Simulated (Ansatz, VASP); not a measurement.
## Two plane-wave programs on GaC4

```
Ga C
1.0
     3.48014    0.00000    0.00000
     0.00000    3.48014    0.00000
     0.00000    0.00000    3.48014
Ga C
1 4
Direct
  0.00000 0.00000 0.00000
  0.00000 0.50000 0.50000
  0.50000 0.00000 0.50000
  0.50000 0.50000 0.00000
  0.50000 0.50000 0.50000
```

Alike in both runs: task relaxation of cell and atoms; functional PBE; k mesh 12 × 12 × 12; occupations gaussian, width 0.1 eV; no spin polarisation.

```csv
,VASP,Ansatz
version,VASP 6.6.1,Ansatz 0.2.0
potentials or method,"VASP PAW PBE potentials, release 64 (Ga_d, C), cutoff 600 eV","scalar-relativistic, plane waves, PAW"
valence electrons in the cell,29,29
```

|  | VASP | Ansatz | Ansatz less VASP |
| --- | --- | --- | --- |
| gap on the k mesh at the Fermi level, each at its own relaxed structure (eV) | none | none | - |
| relaxed volume (Å³/atom) | 8.43 | 8.43 | 0.000 |
| relaxed cell length with the largest relative difference (Å) | 3.480 | 3.480 | 0.0000 |

A gap of «none» marks a metal or a gap that the smearing closes.

Noted on VASP's run: the relaxation stopped at its first step, so nothing moved.
